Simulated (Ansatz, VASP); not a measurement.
# In: VASP beside Ansatz

```
In
1.0
    -1.62615    1.62615    2.47395
     1.62615   -1.62615    2.47395
     1.62615    1.62615   -2.47395
In
1
Direct
  0.00000 0.00000 0.00000
```

Alike in both runs: task single point; functional r2SCAN; k mesh 22 × 22 × 22; occupations gaussian, width 0.15 eV; no spin polarisation.

|  | VASP | Ansatz |
| --- | --- | --- |
| version | VASP 6.6.1 | Ansatz 0.2.0 |
| potentials or method | VASP PAW PBE potentials, release 64 (In_d), cutoff 520 eV | scalar-relativistic, plane waves, PAW |
| valence electrons in the cell | 13 | 13 |

```tsv
	VASP	Ansatz	Ansatz less VASP
gap on the k mesh at the Fermi level (eV)	none	none	-
pressure (GPa)	0.2	0.2	-0.03
traceless stress, the component that is largest in VASP (GPa)	0.08	0.07	-0.004
```

VASP's potentials were made for PBE, not for r2SCAN. A gap of «none» marks a metal or a gap that the smearing closes.
